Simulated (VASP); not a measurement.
O: single point with PBEsol

O:

```xyz
1
Lattice="0.0000 1.4720 1.4720 1.4720 0.0000 1.4720 1.4720 1.4720 0.0000" Properties=species:S:1:pos:R:3 pbc="T T T"
O     0.0000    0.0000    0.0000
```

This cell differs from its parent crystal: volume scaled by 0.85.

```yaml
Program: VASP 6.6.1
Task: single point
Functional: PBEsol
Potentials_or_basis: VASP PAW PBE potentials, release 64 (O)
Cutoff: 520 eV
k_mesh: 18 × 18 × 18
Occupations: fermi-dirac, width 0.08 eV
Spin: no spin polarisation
```

```
Pressure               : 40.2 GPa
Band gap on the k mesh : zero (band 3 reaches 7.53 eV, above the bottom of band 4 at 2.73 eV)
```

Levels at points of the mesh, in eV from the Fermi level:
```
           k point  band 1  band 2  band 3  band 4  band 5  band 6
(0.00, 0.00, 0.00)  -23.84    2.57    2.57    2.57   22.53   37.24
(0.50, 0.00, 0.00)  -17.59   -9.07    1.48    1.48   24.04   28.33
(0.50, 0.50, 0.00)  -15.41   -7.63   -1.02   -1.02   17.41   22.39
```

Run time: 9.5 s on 1 thread of AMD EPYC 7R43 64-Core Processor (Zen 3), with other jobs on the host, peak memory 0.08 GiB.

Caveat: the PAW data sets were made with another functional, which shifts forces and pressure a little.
